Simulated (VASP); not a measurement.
Set up this calculation in VASP 6.6.1, as the native input.

```
Task                    : density of states
Functional              : PBE
Dispersion              : D3(BJ)
Potentials or basis     : VASP PAW PBE potentials, release 64 (Na_pv, C)
Cutoff                  : 520 eV
k mesh                  : 10 × 10 × 18
Occupations             : gaussian, width 0.1 eV
Spin                    : no spin polarisation
Dipole correction       : no
k mesh for the DOS      : 15 × 15 × 27
Occupations for the DOS : tetrahedron
Further INCAR settings  : ALGO = Normal; EDIFF = 1e-07
```

Crystal: Na2C.

```
CELL_PARAMETERS angstrom
4.38536 0.00000 0.00000
0.00000 4.38536 0.00000
0.00000 0.00000 2.74865
ATOMIC_POSITIONS crystal
Na 0.50000 0.00000 0.49998
Na 0.00000 0.50000 0.50002
C 0.00000 0.00000 0.00000
```

One way to write it, as run:

POSCAR

```
Na2C
1.0
    4.3853598702      0.0000000000      0.0000000000
    0.0000000000      4.3853598702      0.0000000000
    0.0000000000      0.0000000000      2.7486524568
Na C
2 1
Direct
    0.5000000000      0.0000000000      0.4999750982
    0.0000000000      0.5000000000      0.5000249018
    0.0000000000      0.0000000000      0.0000000000
```

INCAR.step1

```
ALGO = Normal ; EDIFF = 1E-7
ENCUT = 520 ; GGA = PE
ISIF = 2 ; ISMEAR = 0
IVDW = 12 ; LASPH = True
LCHARG = True ; LREAL = False
LWAVE = False ; NBANDS = 16
NELM = 100 ; PREC = Accurate
SIGMA = 0.1
```

KPOINTS.step1

```
k-points
0
Gamma
  10 10 18
```

INCAR.step2

```
ALGO = Normal ; EDIFF = 1E-7
ENCUT = 520 ; GGA = PE
ICHARG = 11 ; ISIF = 2
ISMEAR = -5 ; IVDW = 12
LASPH = True ; LCHARG = False
LORBIT = 11 ; LREAL = False
LWAVE = False ; NEDOS = 2001
NELM = 100 ; PREC = Accurate
SIGMA = 0.1
```

KPOINTS.step2

```
k-points
0
Gamma
  15 15 27
```

Potentials or basis: VASP PAW PBE potentials, release 64 (Na_pv, C).

Command:

```sh
$ cat potpaw_PBE.64/Na_pv/POTCAR potpaw_PBE.64/C/POTCAR > POTCAR
$ cp INCAR.step1 INCAR
$ cp KPOINTS.step1 KPOINTS
$ mpirun -np 1 vasp_std > vasp.out
$ cp INCAR.step2 INCAR
$ cp KPOINTS.step2 KPOINTS
$ mpirun -np 1 vasp_std > vasp.out
```

Results of the run:

* Valence electrons inside the program's atomic spheres: Na 6.10; C 2.12
* Dispersion energy per atom: -0.205 eV

Run time: 100 s on 1 thread of Intel(R) Xeon(R) 6975P-C (Granite Rapids), with other jobs on the host, peak memory 0.41 GiB.
